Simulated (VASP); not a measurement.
A run of VASP 6.6.1 is set up as follows.

The input POSCAR:

```
Li2O
1.0
    2.2864407179      2.2864407179      0.0000000000
   -2.2864407179      2.2864407179      0.0000000000
    0.0000000000      2.2864407179      2.2864407179
Li O
2 1
Direct
    0.2500000000      0.7500000000      0.5000000000
    0.7500000000      0.2500000000      0.5000000000
    0.0000000000      0.0000000000      0.0000000000
```

File INCAR.step1:

```
SYSTEM = Li2O
  PREC = Accurate
  ENCUT = 830
  ISMEAR = 0
  SIGMA = 0.01
  LREAL = .False.
  LASPH = .True.
  NELM = 120
  NBANDS = 13
  GGA = PE
  ALGO = Normal
  EDIFF = 1E-5
  LWAVE = .True.
  LCHARG = .False.
  GGA_COMPAT = .False.
```

INCAR.step2

```
SYSTEM = Li2O
  PREC = Accurate
  ENCUT = 830
  EDIFF = 1E-6
  ISMEAR = 0
  SIGMA = 0.01
  LREAL = .False.
  LASPH = .True.
  NELM = 120
  ALGO = Normal
  ISIF = 2
  LWAVE = .False.
  LCHARG = .False.
  METAGGA = R2SCAN
  LMIXTAU = .True.
  NBANDS = 13
  ISTART = 1
  GGA_COMPAT = .False.
```

The input KPOINTS:

```
Automatic mesh
0
Gamma
  8 8 8
  0 0 0
```

Potentials or basis: VASP PAW PBE potentials, release 64 (Li_sv, O).

The run is started by

```sh
$ cat potpaw_PBE.64/Li_sv/POTCAR potpaw_PBE.64/O/POTCAR > POTCAR
$ cp INCAR.step1 INCAR
$ mpirun -np 1 vasp_std > vasp.out
$ cp INCAR.step2 INCAR
$ mpirun -np 1 vasp_std > vasp.out
```

Question: Predict the pressure.

Answer: 0.2 GPa.

Question: Estimate the band gap on the k mesh.

Answer: 5.73 eV (least direct gap 6.35 eV).

Caveat: the PAW data sets were made with another functional, which shifts forces and pressure a little. r2SCAN opens gaps a little over a GGA but as a rule still falls short of measured ones.
